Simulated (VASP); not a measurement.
# ZnS (F-43m) in VASP: a series of runs, part 3 of 3

VASP 6.6.1. The steps go on from the part before.

### Step 4. Relaxation of cell and atoms, PBEsol, target pressure 16 GPa, at which the enthalpy is minimised

This run uses another cell than the first one, of 19.21 Å³/atom.

Contents of INCAR:

```
PREC = Accurate
ENCUT = 600
EDIFF = 1E-6
ISMEAR = 0
SIGMA = 0.01
LREAL = F
LASPH = T
NELM = 100
ALGO = Normal
ISIF = 3
LWAVE = F
LCHARG = F
GGA = PS
IBRION = 2
NSW = 80
EDIFFG = -0.001
PSTRESS = 160.0
```

Contents of KPOINTS:

```
regular mesh
0
Gamma
  10 10 10
```

Contents of POSCAR:

```
ZnS
1.0
    0.0000000000      2.6782590751      2.6782590751
    2.6782590751      0.0000000000      2.6782590751
    2.6782590751      2.6782590751      0.0000000000
Zn S
1 1
Direct
    0.0000000000      0.0000000000      0.0000000000
    0.7500000000      0.7500000000      0.7500000000
```

Potentials or basis: VASP PAW PBE potentials, release 64 (Zn, S).

The run is started by

```bash
$ cat potpaw_PBE.64/Zn/POTCAR potpaw_PBE.64/S/POTCAR > POTCAR
$ mpirun -np 1 vasp_std > vasp.out
```

OUTCAR:

```text
PREC = Accurate
   ENCUT = 600
   EDIFF = 1E-6
   ISMEAR = 0
   LREAL = F
   LASPH = T
   NELM = 100
   ISIF = 3
   GGA = PS
   IBRION = 2
   NSW = 80
   EDIFFG = -0.001
   PSTRESS = 160.0

 ion  position               nearest neighbor table
   1  0.000  0.000  0.000-   2 2.32   2 2.32   2 2.32   2 2.32
   2  0.750  0.750  0.750-   1 2.32   1 2.32   1 2.32   1 2.32

  LATTYP: Found a face centered cubic cell.
 ALAT       =     5.3565181502

  Lattice vectors:

 A1 = (   0.0000000000,   2.6782590751,   2.6782590751)
 A2 = (   2.6782590751,   0.0000000000,   2.6782590751)
 A3 = (   2.6782590751,   2.6782590751,   0.0000000000)

Analysis of symmetry for initial positions (statically):
[... 161 lines left out ...]
 maximum number of plane-waves:      1307
   NGX = 15   NGY = 15   NGZ = 15

--------------------------------------- Ionic step        1  -------------------------------------------

 number of electron      18.0000010 magnetization

 Free energy of the ion-electron system (eV)
  ---------------------------------------------------
  ext. energy  EPLUGINS =         0.00000000
  ---------------------------------------------------
  free energy    TOTEN  =        -7.58904921 eV

  energy without entropy =       -7.58904921  energy(sigma->0) =       -7.58904921

 E-fermi :   2.3724     XC(G=0):  -9.9748

 val. band max:        2.2634020829   @ k =   0.0000   0.0000   0.0000
 cond. band min:       4.3564202230   @ k =   0.0000   0.0000   0.0000
 fundamental gap:      2.0930181401
 Fermi energy:         2.3723519274
[... 1080 lines left out ...]
--------------------------------------- Ionic step        9  -------------------------------------------

 number of electron      18.0000009 magnetization

 Free energy of the ion-electron system (eV)
  ---------------------------------------------------
  ext. energy  EPLUGINS =         0.00000000
  ---------------------------------------------------
  free energy    TOTEN  =        -7.35930306 eV

  energy without entropy =       -7.35930306  energy(sigma->0) =       -7.35930306

 E-fermi :   3.8667     XC(G=0): -10.6734

 val. band max:        3.7809417073   @ k =   0.0000   0.0000   0.0000
 cond. band min:       6.5302524752   @ k =   0.0000   0.0000   0.0000
 fundamental gap:      2.7493107680
 Fermi energy:         3.8667167958
[... 417 lines left out ...]
  energy  without entropy=       -7.3593030553  energy(sigma->0) =       -7.35930306

  enthalpy is  TOTEN    =        -4.0377484972 eV   P V=        3.3215545581

 reached required accuracy - stopping structural energy minimisation
```

OSZICAR:

```text
N       E                     dE             d eps       ncg     rms          rms(c)
DAV:   1     0.963813992776E+02    0.96381E+02   -0.10075E+04  1222   0.185E+03
[... 71 lines left out ...]
DAV:   1    -0.735913311189E+01    0.31822E-03   -0.23095E-05  1442   0.128E-01    0.104E-02
DAV:   2    -0.735913127391E+01    0.18380E-05   -0.60729E-06  1017   0.903E-02    0.371E-03
DAV:   3    -0.735913110354E+01    0.17038E-06   -0.29578E-07   626   0.847E-03
   8 F= -.40377482E+01 E0= -.40377482E+01  d E =-.763209E-04
       N       E                     dE             d eps       ncg     rms          rms(c)
DAV:   1    -0.735930348467E+01   -0.17221E-03   -0.75936E-06  1242   0.728E-02    0.553E-03
DAV:   2    -0.735930305527E+01    0.42941E-06   -0.17339E-06   810   0.474E-02
   9 F= -.40377485E+01 E0= -.40377485E+01  d E =-.765838E-04
```

Wall time 3.3 min (1 thread of Intel Xeon 8259CL, shared host); peak memory 0.19 GiB.

What came out:

```
Free energy                                                : -7.3593 eV
Relaxed volume                                             : 16.63 Å³/atom
Relaxed cell                                               : a = 3.610 Å, b = 3.610 Å, c = 3.610 Å, α = 60.00°, β = 60.00°, γ = 60.00°
Space group after relaxing (to 0.1 Å)                      : F-43m (No. 216)
Energy change on relaxing (the run minimises the enthalpy) : +114.9 meV/atom
Ionic steps                                                : 9
Pressure after relaxing                                    : 16.0 GPa
Band gap on the k mesh                                     : 2.75 eV
```

Step by step:
```
step  energy change (eV)  largest force (eV/Å)  pressure (GPa)  volume (Å³)
   1              0.0000                0.0000            0.23        38.42
   2              1.0069                0.0000           43.17        28.84
   3              0.2165                0.0000           15.45        33.40
   4              0.2272                0.0000           15.90        33.29
   5              0.2371                0.0000           16.33        33.19
   6              0.2221                0.0000           15.69        33.34
   7              0.2296                0.0000           15.99        33.26
   8              0.2299                0.0000           16.02        33.26
   9              0.2297                0.0000           15.99        33.26
```

Final structure:
```cif
data_structure
_symmetry_space_group_name_H-M 'P 1'
_symmetry_Int_Tables_number 1
_cell_length_a 3.6098
_cell_length_b 3.6098
_cell_length_c 3.6098
_cell_angle_alpha 60.000
_cell_angle_beta 60.000
_cell_angle_gamma 60.000
_cell_volume 33.26
loop_
_atom_site_label
_atom_site_type_symbol
_atom_site_fract_x
_atom_site_fract_y
_atom_site_fract_z
_atom_site_occupancy
Zn1 Zn 0.00000 0.00000 0.00000 1
S1 S 0.75000 0.75000 0.75000 1
```

Levels at points of the mesh, in eV from the valence-band top:
| k point | band 5 | band 6 | band 7 | band 8 | band 9 | band 10 | band 11 | band 12 | band 13 |
| --- | --- | --- | --- | --- | --- | --- | --- | --- | --- |
| (0.00, 0.00, 0.00) | -6.52 | -6.52 | 0.00 | 0.00 | 0.00 | 2.75 | 6.12 | 6.12 | 6.12 |
| (0.50, 0.00, 0.00) | -6.47 | -6.47 | -6.20 | -1.16 | -1.16 | 3.49 | 6.67 | 6.67 | 9.24 |
| (0.50, 0.50, 0.00) | -6.40 | -6.24 | -5.33 | -2.94 | -2.94 | 2.80 | 3.82 | 12.18 | 13.05 |

Caveat: the cell is relaxed towards a set pressure, so the run minimises the enthalpy, not the energy; the PAW data sets were made with another functional, which shifts forces and pressure a little.

### Step 5. Single point, PBEsol

This run uses another cell than the first one, of 19.21 Å³/atom.

Contents of INCAR:

```
ALGO = Normal
EDIFF = 1E-7
ENCUT = 520
GGA = PS
ISIF = 2
ISMEAR = 0
LASPH = T
LCHARG = F
LREAL = F
LWAVE = F
NBANDS = 16
NELM = 100
PREC = Accurate
SIGMA = 0.05
```

Contents of KPOINTS:

```
k-points
0
Gamma
  10 10 10
```

Contents of POSCAR:

```
ZnS
1.0
    0.0000000000      2.6782590749      2.6782590749
    2.6782590749      0.0000000000      2.6782590749
    2.6782590749      2.6782590749      0.0000000000
Zn S
1 1
Direct
    0.0000000000      0.0000000000      0.0000000000
    0.7500000000      0.7500000000      0.7500000000
```

The run is started by

```bash
$ cat potpaw_PBE.64/Zn/POTCAR potpaw_PBE.64/S/POTCAR > POTCAR
$ mpirun -np 1 vasp_std > vasp.out
```

Run time: 49 s. Hardware: 1 thread of Intel Xeon 8259CL, shared host; peak memory 0.17 GiB.

Results (log left out):

```
Free energy            : -7.5889 eV
Pressure               : 0.2 GPa
Band gap on the k mesh : 2.09 eV
```

Levels at points of the mesh, in eV from the valence-band top:
```
           k point  band 7  band 8  band 9  band 10  band 11  band 12
(0.00, 0.00, 0.00)    0.00    0.00    0.00     2.09     6.29     6.29
(0.50, 0.00, 0.00)   -5.54   -0.92   -0.92     3.25     6.82     6.82
(0.50, 0.50, 0.00)   -4.71   -2.35   -2.35     3.18     3.96    11.02
```

Caveat: the PAW data sets were made with another functional, which shifts forces and pressure a little.

### Step 6. Summary

| task | cell | cutoff (eV) | smearing | gap on the mesh (eV) | pressure (GPa) |
| --- | --- | --- | --- | --- | --- |
| single point | a = 3.607 Å, angles 60.0°, 2 atoms | 520 | gaussian 0.01 eV | 2.76 | 16.3 |
| single point | a = 3.788 Å, angles 60.0°, 2 atoms | 520 | gaussian 0.02 eV | 2.09 | 0.2 |
| relaxation of cell and atoms | relaxed to 16 GPa from a = 3.788 Å, angles 60.0°, 2 atoms | 600 | gaussian 0.01 eV | 2.75 | 16.0 |
| single point | a = 3.788 Å, angles 60.0°, 2 atoms | 520 | gaussian 0.05 eV | 2.09 | 0.2 |

Alike in all rows: level PBEsol; potentials or basis VASP PAW PBE potentials, release 64 (Zn, S); no spin polarisation; k mesh 10 × 10 × 10.

Caveats: the PAW data sets were made with another functional, which shifts forces and pressure a little; the cell stands under pressure (at least some runs); the cell is relaxed towards a set pressure, so the run minimises the enthalpy, not the energy (at least some runs).

Total energies depend on the potentials used, so only differences within one code and one set of settings carry meaning.

### Step 7. Against experiment

Step 3. Measured gap of ZnS: 3.85 eV (direct; 19 K; quoted in “Electronic, vibrational, and thermodynamic properties of ZnS (zincblende and rocksalt structure)”, 2009, arxiv:0911.5022). This calculation gives 2.09 eV (-1.76 eV). The value is that of PBEsol, without temperature or zero-point motion. Semilocal functionals fall short of measured gaps as a rule.

Step 5. Measured gap of ZnS: 3.85 eV (direct; 19 K; quoted in “Electronic, vibrational, and thermodynamic properties of ZnS (zincblende and rocksalt structure)”, 2009, arxiv:0911.5022). This calculation gives 2.09 eV (-1.76 eV). The value is that of PBEsol, without temperature or zero-point motion. Semilocal functionals fall short of measured gaps as a rule.
